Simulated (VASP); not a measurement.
A run of VASP 6.6.1 is set up as follows.

POSCAR

```
AlGaN2
1.0
    3.1408770487      0.0000000000      0.0000000000
    0.0000000000      3.1408770487      0.0000000000
    0.0000000000      0.0000000000      4.2911228018
Al Ga N
1 1 2
Direct
    0.5000000000      0.5000000000      0.5000000000
    0.0000000000      0.0000000000      0.0000000000
    0.5000000000      0.0000000000      0.7382648100
    0.0000000000      0.5000000000      0.2617351900
```

Contents of INCAR.step1:

```
SYSTEM = AlGaN2
PREC = Accurate
ENCUT = 1460
ISMEAR = 0
SIGMA = 0.05
LREAL = .FALSE.
LASPH = .TRUE.
NELM = 120
NBANDS = 21
GGA = PE
ALGO = Normal
EDIFF = 1E-5
LWAVE = .TRUE.
LCHARG = .FALSE.
GGA_COMPAT = .FALSE.
```

The input INCAR.step2:

```
SYSTEM = AlGaN2
PREC = Accurate
ENCUT = 1460
EDIFF = 1E-6
ISMEAR = 0
SIGMA = 0.05
LREAL = .FALSE.
LASPH = .TRUE.
NELM = 120
ALGO = Normal
ISIF = 2
LWAVE = .FALSE.
LCHARG = .TRUE.
METAGGA = R2SCAN
LMIXTAU = .TRUE.
LELF = .TRUE.
LVHAR = .TRUE.
NBANDS = 21
ISTART = 1
GGA_COMPAT = .FALSE.
```

Contents of KPOINTS:

```
Automatic mesh
0
G
  8 8 6
  0 0 0
```

Potentials or basis: VASP PAW PBE potentials, release 64 (Al, Ga_d, N_h).

Launch:

```console
$ cat potpaw_PBE.64/Al/POTCAR potpaw_PBE.64/Ga_d/POTCAR potpaw_PBE.64/N_h/POTCAR > POTCAR
$ cp INCAR.step1 INCAR
$ mpirun -np 1 vasp_std > vasp.out
$ cp INCAR.step2 INCAR
$ mpirun -np 1 vasp_std > vasp.out
```

(1) Estimate the pressure.

(2) Predict the largest force.

(3) What does it give for the band gap on the k mesh?

## Answers

(1) 6.4 GPa.

(2) 0.060 eV/Å.

(3) 3.63 eV.

Caveat: the cell differs from its parent crystal (strain +0.000 along x and y, -0.030 along z); the cell stands under pressure; the PAW data sets were made with another functional, which shifts forces and pressure a little.
